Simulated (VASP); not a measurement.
Input of a VASP 6.6.1 run:

File INCAR:

```
SYSTEM = InAs
PREC = Accurate ; ENCUT = 520
EDIFF = 1E-6 ; ISMEAR = -1
SIGMA = 0.05 ; LREAL = .False.
LASPH = .True. ; NELM = 80
ALGO = Normal ; ISIF = 2
LWAVE = .False. ; LCHARG = .False.
GGA = CA ; NBANDS = 16
```

KPOINTS

```
regular mesh
0
Gamma
  8 8 8
  0 0 0
```

File POSCAR:

```
InAs
1.0
    0.0000000000      3.0180000000      3.0180000000
    3.0180000000      0.0000000000      3.0180000000
    3.0180000000      3.0180000000      0.0000000000
In As
1 1
Direct
    0.0000000000      0.0000000000      0.0000000000
    0.7500000000      0.7500000000      0.7500000000
```

Potentials or basis: VASP PAW LDA potentials, release 64 (In_d, As).

Launch:

```bash
$ cat potpaw_LDA.64/In_d/POTCAR potpaw_LDA.64/As/POTCAR > POTCAR
$ mpirun -np 1 vasp_std > vasp.out
```

(1) Predict the band gap on the k mesh.

(2) Predict the pressure.

Results:

(1) zero (filled and empty bands touch).

(2) -0.1 GPa.

Caveat: spin-orbit coupling is left out, which moves the levels of the heavy elements.
